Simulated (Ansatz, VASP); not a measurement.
**AlGa3As4 in VASP and in Ansatz**

```
CELL_PARAMETERS angstrom
4.06349 0.00000 0.00000
0.00000 8.12169 0.00000
0.00000 0.00000 5.73294
ATOMIC_POSITIONS crystal
Al 0.00000 0.00000 0.00075
As 0.50000 0.00000 0.24847
As 0.00000 0.24927 0.75068
As 0.50000 0.50000 0.24979
As 0.00000 0.75073 0.75068
Ga 0.50000 0.25003 0.50006
Ga 0.00000 0.50000 0.99951
Ga 0.50000 0.74997 0.50006
```

Alike in both runs: task single point; functional PBE; k mesh 6 × 4 × 4; no spin polarisation.

```csv
,VASP,Ansatz
version,VASP 6.6.1,Ansatz 0.2.0
potentials or method,"VASP PAW PBE potentials, release 64 (Al, As, Ga_d)","plane waves, PAW"
plane-wave cutoff (eV),520,420
occupations,"gaussian, width 0.01 eV",fixed
valence electrons in the cell,62,102
```

Ansatz gave:

```
gap on the k mesh at the Fermi level (eV) : 0.54
pressure (GPa)                            : 0.0
```

Problem. Estimate VASP's values.

Solution. gap on the k mesh at the Fermi level (eV): 0.54; pressure (GPa): 0.2.

VASP's potentials hold 62 valence electrons a cell and Ansatz's 102, so a difference there can come from the potentials and not from the codes.
